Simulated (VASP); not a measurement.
BaTiO3, 5 atoms in the cell. Symmetry: P4mm, No. 99, tetragonal system. Conventional cell: a = 3.946 Å, b = 3.946 Å, c = 4.156 Å, α = 90.00°, β = 90.00°, γ = 90.00°. Ba (site symmetry 4mm) has 12 O at 2.77 to 2.96 Å and 8 Ti at 3.44 to 3.52 Å within 3.7 Å. Ti (site symmetry 4mm) has 6 O at 1.79 to 2.36 Å within 2.4 Å. Within 2.4 Å of O (site symmetry 4mm) lie 2 Ti at 1.79 to 2.36 Å. O (site symmetry 2mm) has 2 Ti at 1.98 Å within 2.6 Å.  This cell differs from its parent crystal: volume changed by -3%.

* Program: VASP 6.6.1
* Task: single point
* Functional: PBE
* Potentials or basis: VASP PAW PBE potentials, release 64 (Ba_sv, Ti_sv, O)
* Cutoff: 520 eV
* k mesh: 6 × 6 × 6
* Occupations: gaussian, width 0.01 eV
* Spin: no spin polarisation
* Dipole correction: no
* Further INCAR settings: ALGO = Normal; EDIFF = 1e-07; NBANDS = 28

Potentials or basis: VASP PAW PBE potentials, release 64 (Ba_sv, Ti_sv, O).

The run is started by

```sh
$ cat potpaw_PBE.64/Ba_sv/POTCAR potpaw_PBE.64/Ti_sv/POTCAR potpaw_PBE.64/O/POTCAR > POTCAR
$ mpirun -np 1 vasp_std > vasp.out
```

Hardware: 1 thread of Intel(R) Xeon(R) 6975P-C (Granite Rapids), with other jobs on the host.

How long does it take, and how much memory?

It took 45 s on 1 thread of Intel(R) Xeon(R) 6975P-C (Granite Rapids), with other jobs on the host, peak memory 0.22 GiB. Counts: scf iterations 17, k points 40.
